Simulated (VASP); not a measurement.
LiF:

```xyz
2
Lattice="0.0000 2.0343 2.0343 2.0343 0.0000 2.0343 2.0343 2.0343 0.0000" Properties=species:S:1:pos:R:3 pbc="T T T"
Li    2.0343    2.0343    2.0343
F     0.0000    0.0000    0.0000
```

Base run:

| Quantity | Value |
| --- | --- |
| Program | VASP 6.6.1 |
| Functional | LDA |
| Potentials or basis | VASP PAW LDA potentials, release 64 (Li_sv, F) |
| Cutoff | 520 eV |
| k mesh | 10 × 10 × 10 |
| Occupations | gaussian, width 0.02 eV |
| Spin | no spin polarisation |

Its results: band gap on the k mesh 8.57 eV, direct.

Q: The run is repeated on the same cell with these changes: functional from LDA to r2SCAN; potentials or basis from VASP PAW LDA potentials, release 64 (Li_sv, F) to VASP PAW PBE potentials, release 64 (Li_sv, F). What comes out?

A: Band gap on the k mesh 9.97 eV, direct.

A k mesh can miss the band edges.
